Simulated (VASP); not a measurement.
Crystal: TaSi2.

```
CELL_PARAMETERS angstrom
4.78000 0.00000 0.00000
-2.39000 4.13960 0.00000
0.00000 0.00000 6.56400
ATOMIC_POSITIONS crystal
Ta 0.00000 0.50000 0.16667
Ta 0.50000 0.50000 0.83333
Ta 0.50000 0.00000 0.50000
Si 0.33330 0.16665 0.16667
Si 0.16665 0.83335 0.83333
Si 0.83335 0.66670 0.50000
Si 0.66670 0.83335 0.16667
Si 0.83335 0.16665 0.83333
Si 0.16665 0.33330 0.50000
```

```yaml
Program: VASP 6.6.1
Task: relaxation of cell and atoms
Functional: PBEsol
Dispersion: D3(BJ)
Potentials_or_basis: VASP PAW PBE potentials, release 64 (Ta_pv, Si)
Cutoff: 600 eV
k_mesh: 7 × 7 × 4
Occupations: fermi-dirac, width 0.05 eV
Spin: no spin polarisation
```

At the start: pressure -7.0 GPa; volume 14.43 Å³/atom.

**Question.** How do energy, volume and symmetry change on relaxing?

**Answer.** Over 9 steps the energy falls by 29.0 meV/atom and the volume is 13.88 Å³/atom (-3.8 %); space group P6_222 (No. 180, to 0.1 Å) before and after.

The path:
| step | energy change (eV) | largest force (eV/Å) | pressure (GPa) | volume (Å³) |
| --- | --- | --- | --- | --- |
| 1 | 0.0000 | 0.7482 | -6.96 | 129.88 |
| 2 | 0.0032 | 0.3604 | 12.60 | 118.45 |
| 3 | -0.1817 | 0.6032 | 1.90 | 123.98 |
| 4 | -0.2514 | 0.0832 | 0.38 | 124.59 |
| 5 | -0.2514 | 0.0817 | 0.37 | 124.59 |
| 6 | -0.2600 | 0.0117 | -0.42 | 125.19 |
| 7 | -0.2606 | 0.0067 | -0.27 | 125.07 |
| 8 | -0.2605 | 0.0011 | 0.35 | 124.72 |
| 9 | -0.2607 | 0.0042 | 0.01 | 124.92 |

Final structure:
```cif
data_structure
_symmetry_space_group_name_H-M 'P 1'
_symmetry_Int_Tables_number 1
_cell_length_a 4.7054
_cell_length_b 4.7054
_cell_length_c 6.5146
_cell_angle_alpha 90.000
_cell_angle_beta 90.000
_cell_angle_gamma 120.000
_cell_volume 124.92
loop_
_atom_site_label
_atom_site_type_symbol
_atom_site_fract_x
_atom_site_fract_y
_atom_site_fract_z
_atom_site_occupancy
Ta1 Ta 0.00000 0.50000 0.16667 1
Ta2 Ta 0.50000 0.50000 0.83333 1
Ta3 Ta 0.50000 0.00000 0.50000 1
Si1 Si 0.31935 0.15968 0.16667 1
Si2 Si 0.15968 0.84032 0.83333 1
Si3 Si 0.84032 0.68065 0.50000 1
Si4 Si 0.68065 0.84032 0.16667 1
Si5 Si 0.84032 0.15968 0.83333 1
Si6 Si 0.15968 0.31935 0.50000 1
```

Caveat: the PAW data sets were made with another functional, which shifts forces and pressure a little.
